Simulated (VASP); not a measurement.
A run of VASP 6.6.1 is set up as follows.

The input INCAR:

```
PREC = Accurate
ENCUT = 910
EDIFF = 1E-7
ISMEAR = 0
SIGMA = 0.1
LREAL = False
LASPH = True
NELM = 120
ALGO = Normal
ISIF = 3
LWAVE = False
LCHARG = False
GGA = PE
IBRION = 2
NSW = 100
EDIFFG = -0.01
GGA_COMPAT = False
NELMIN = 4
```

Contents of KPOINTS:

```
Automatic mesh
0
Gamma
  14 14 10
```

Contents of POSCAR:

```
C
1.0
    3.4446158852      0.0000000000      0.0000000000
    0.0000000000      3.4446158852      0.0000000000
    0.0000000000      0.0000000000      4.4370220450
C
4
Direct
    0.1990914680      0.5000000000      0.0000000000
    0.8009085320      0.5000000000      0.0000000000
    0.5000000000      0.1990914680      0.0000000000
    0.5000000000      0.8009085320      0.0000000000
```

Potentials or basis: VASP PAW PBE potentials, release 64 (C_h).

Run with:

```console
$ cat potpaw_PBE.64/C_h/POTCAR > POTCAR
$ mpirun -np 1 vasp_std > vasp.out
```

Predict the band gap on the k mesh.

zero (bands 8 and 9 overlap by 4.32 eV).

Estimate the relaxed cell.

a = 3.443 Å, b = 3.443 Å, c = 4.406 Å, α = 90.00°, β = 90.00°, γ = 90.00°.

Predict the relaxed volume.

13.06 Å³/atom.

Final structure:
```
C
1.0
     3.44343    0.00000    0.00000
     0.00000    3.44343    0.00000
     0.00000    0.00000    4.40614
C
4
Direct
  0.19905 0.50000 0.00000
  0.80095 0.50000 0.00000
  0.50000 0.19905 0.00000
  0.50000 0.80095 0.00000
```

Caveat: this functional lacks dispersion, which binds layers or chains, so the pressure and a relaxed spacing across them are unreliable.
